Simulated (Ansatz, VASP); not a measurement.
## One calculation of Rb, two programs

The input INCAR:

```
ALGO = Normal
EDIFF = 1E-7
ENCUT = 520
GGA = PE
ISIF = 2
ISMEAR = 0
IVDW = 12
LASPH = True
LCHARG = False
LREAL = False
LWAVE = False
NBANDS = 16
NELM = 100
PREC = Accurate
SIGMA = 0.1
```

File KPOINTS:

```
k-points
0
Gamma
  6 6 2
```

Contents of POSCAR:

```
Rb
1.0
    5.0882069760      0.0000000000      0.0000000000
   -2.5441034880      4.4065165009      0.0000000000
    0.0000000000      0.0000000000      8.4420579800
Rb
2
Direct
    0.3333333300      0.6666666700      0.2500000000
    0.6666666700      0.3333333300      0.7500000000
```

Input for Ansatz:

```yaml
crystal:
  lattice:
    - [5.088206976, 0.0, 0.0]
    - [-2.544103488, 4.4065165009, 0.0]
    - [0.0, 0.0, 8.44205798]
  atoms:
    - { symbol: Rb, position: [0.33333333, 0.66666667, 0.25] }
    - { symbol: Rb, position: [0.66666667, 0.33333333, 0.75] }
basis:
  ecutwfc: 420
kpoints:
  mp_grid: { grid: [6, 6, 2] }
hamiltonian:
  xc: pbe
  dispersion: d3bj
scf:
  occupations: { method: gaussian, width: 0.1 }
output:
  forces: true
  stress: true
  eigenvalues: true
```

Alike in both runs: task single point; functional PBE; dispersion D3(BJ); k mesh 6 × 6 × 2; occupations gaussian, width 0.1 eV; no spin polarisation.

```csv
,VASP,Ansatz
version,VASP 6.6.1,Ansatz 0.2.0
potentials or method,"VASP PAW PBE potentials, release 64 (Rb_sv), cutoff 520 eV","scalar-relativistic, plane waves, PAW"
valence electrons in the cell,18,18
```

|  | VASP | Ansatz | Ansatz less VASP |
| --- | --- | --- | --- |
| gap on the k mesh at the Fermi level (eV) | none | none | - |
| pressure (GPa) | -0.3 | -0.3 | 0.00 |
| traceless stress, the component that is largest in VASP (GPa) | -0.22 | -0.22 | +0.001 |

A gap of «none» marks a metal or a gap that the smearing closes.

The k mesh is coarse, so the values compare programs but aren't converged.
